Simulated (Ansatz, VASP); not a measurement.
# CdTe: VASP beside Ansatz

The input INCAR:

```
SYSTEM = CdTe
PREC = Accurate
ENCUT = 520
EDIFF = 1E-8
ISMEAR = -1
SIGMA = 0.05
LREAL = .FALSE.
LASPH = .TRUE.
NELM = 80
ALGO = Normal
ISIF = 2
LWAVE = .FALSE.
LCHARG = .FALSE.
GGA = PS
LEFG = .TRUE.
NBANDS = 26
```

File KPOINTS:

```
Automatic mesh
0
G
  9 9 6
  0 0 0
```

File POSCAR:

```
CdTe
1.0
    3.0346380900     -3.0636629100      0.0000000000
    3.0346380900      3.0636629100      0.0000000000
    0.0000000000      0.0000000000      6.0906520000
Cd Te
2 2
Direct
    0.2770300000      0.7229700000      0.7500000000
    0.7229700000      0.2770300000      0.2500000000
    0.7661370000      0.2338630000      0.7500000000
    0.2338630000      0.7661370000      0.2500000000
```

Input for Ansatz:

```yaml
crystal:
  lattice:
    - [3.03463809, -3.06366291, 0.0]
    - [3.03463809, 3.06366291, 0.0]
    - [0.0, 0.0, 6.090652]
  atoms:
    - { symbol: Cd, position: [0.27703, 0.72297, 0.75] }
    - { symbol: Cd, position: [0.72297, 0.27703, 0.25] }
    - { symbol: Te, position: [0.766137, 0.233863, 0.75] }
    - { symbol: Te, position: [0.233863, 0.766137, 0.25] }
kpoints:
  mp_grid: { grid: [9, 9, 6] }
scf:
  occupations: { method: fermi_dirac, width: 0.05 }
hamiltonian:
  xc: pbesol
  pseudopotentials: { kind: paw }
output:
  forces: true
  stress: true
  eigenvalues: true
  efg: { contact_densities: true }
```

Change from the starting cell: equal xx and yy strain of -1 %, PAW files.

Alike in both runs: task electric field gradients; functional PBEsol; k mesh 9 × 9 × 6; occupations fermi-dirac, width 0.05 eV; no spin polarisation.

```csv
,VASP,Ansatz
version,VASP 6.6.1,Ansatz 0.2.0
potentials or method,"VASP PAW PBE potentials, release 64 (Cd, Te)","PAW with Ansatz's default frozen-core files, scalar-relativistic"
plane-wave cutoff (eV),520,420
valence electrons in the cell,36,72
```

Ansatz gave:

```
pressure (GPa)                                                : -2.4
traceless stress, the component that is largest in VASP (GPa) : 0.07
rms of the force components (eV/Å)                            : 0.027
size of Vzz on the site where it differs most (V/Å²)          : 16.3
```

**Question.** What did VASP give for the same quantities?

**Answer.** Pressure (GPa): -2.2; traceless stress, the component that is largest in VASP (GPa): 0.07; rms of the force components (eV/Å): 0.027; size of Vzz on the site where it differs most (V/Å²): 15.4.

VASP's potentials were made for PBE, not for PBEsol. Atom by atom the forces differ by 0.003 eV/Å (rms over components). With one functional, cell and mesh, what is left measures potentials, basis and numerics. VASP's potentials hold 36 valence electrons a cell and Ansatz's 72, so a difference there can come from the potentials and not from the codes.

Neither program's run includes spin-orbit coupling.
